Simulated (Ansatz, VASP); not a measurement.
GaP: VASP beside Ansatz

```
Ga P
1.0
     0.00000    2.69566    2.69566
     2.69566    0.00000    2.69566
     2.69566    2.69566    0.00000
Ga P
1 1
Direct
  0.00000 0.00000 0.00000
  0.25000 0.25000 0.25000
```

Alike in both runs: functional LDA; k mesh 8 × 8 × 8; occupations gaussian, width 0.02 eV; no spin polarisation.

Ansatz relaxed the structure, and its values are those at the end. VASP's run is a single point on that final structure, the one shown.

|  | VASP | Ansatz |
| --- | --- | --- |
| version | VASP 6.6.1 | Ansatz 0.2.0 |
| potentials or method | VASP PAW LDA potentials, release 64 (Ga_d, P), cutoff 500 eV | scalar-relativistic, plane waves, PAW |
| valence electrons in the cell | 18 | 18 |

Ansatz gave:

| Quantity | Value |
| --- | --- |
| gap on the k mesh at the Fermi level (eV) | 1.43 |
| least direct gap on the mesh (eV) | 1.88 |
| pressure (GPa) | 0.0 |

**Question.** What did VASP give for the same quantities?

**Answer.** gap on the k mesh at the Fermi level (eV): 1.43; least direct gap on the mesh (eV): 1.91; pressure (GPa): 0.1.

LDA's correlation is that of Perdew and Zunger in VASP and of Perdew and Wang (1992) in Ansatz.
